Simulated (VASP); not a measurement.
Here is a VASP 6.6.1 calculation.

The input INCAR:

```
ALGO = Normal
EDIFF = 1E-7
EDIFFG = -0.01
ENCUT = 500
GGA = PE
GGA_COMPAT = False
IBRION = 2
ISIF = 3
ISMEAR = 0
LASPH = True
LCHARG = False
LREAL = False
LWAVE = False
NELM = 120
NELMIN = 4
NSW = 100
PREC = Accurate
SIGMA = 0.02
```

KPOINTS

```
k-points
0
Gamma
  12 12 2
```

File POSCAR:

```
GaSe
1.0
    3.8158901279      0.0000000000      0.0000000000
   -1.9079450639      3.3046577888      0.0000000000
    0.0000000000      0.0000000000     17.5492201392
Ga Se
4 4
Direct
    0.3333333333      0.6666666667      0.1797446420
    0.6666666667      0.3333333333      0.6797446420
    0.3333333333      0.6666666667      0.3202553580
    0.6666666667      0.3333333333      0.8202553580
    0.3333333333      0.6666666667      0.6130785751
    0.6666666667      0.3333333333      0.1130785751
    0.3333333333      0.6666666667      0.8869214249
    0.6666666667      0.3333333333      0.3869214249
```

Potentials or basis: VASP PAW PBE potentials, release 64 (Ga_d, Se).

Run with:

```sh
$ cat potpaw_PBE.64/Ga_d/POTCAR potpaw_PBE.64/Se/POTCAR > POTCAR
$ mpirun -np 1 vasp_std > vasp.out
```

Predict the band gap on the k mesh.

1.17 eV.

Predict the space group after relaxing (to 0.1 Å).

P6_3/mmc (No. 194).

Estimate the relaxed cell.

a = 3.819 Å, b = 3.819 Å, c = 17.591 Å, α = 90.00°, β = 90.00°, γ = 120.00°.

Final structure:
```
CELL_PARAMETERS angstrom
3.81872 0.00000 0.00000
-1.90936 3.30711 0.00000
0.00000 0.00000 17.59116
ATOMIC_POSITIONS crystal
Ga 0.33333 0.66667 0.17976
Ga 0.66667 0.33333 0.67976
Ga 0.33333 0.66667 0.32024
Ga 0.66667 0.33333 0.82024
Se 0.33333 0.66667 0.61304
Se 0.66667 0.33333 0.11304
Se 0.33333 0.66667 0.88696
Se 0.66667 0.33333 0.38696
```

 A k mesh can miss the band edges.
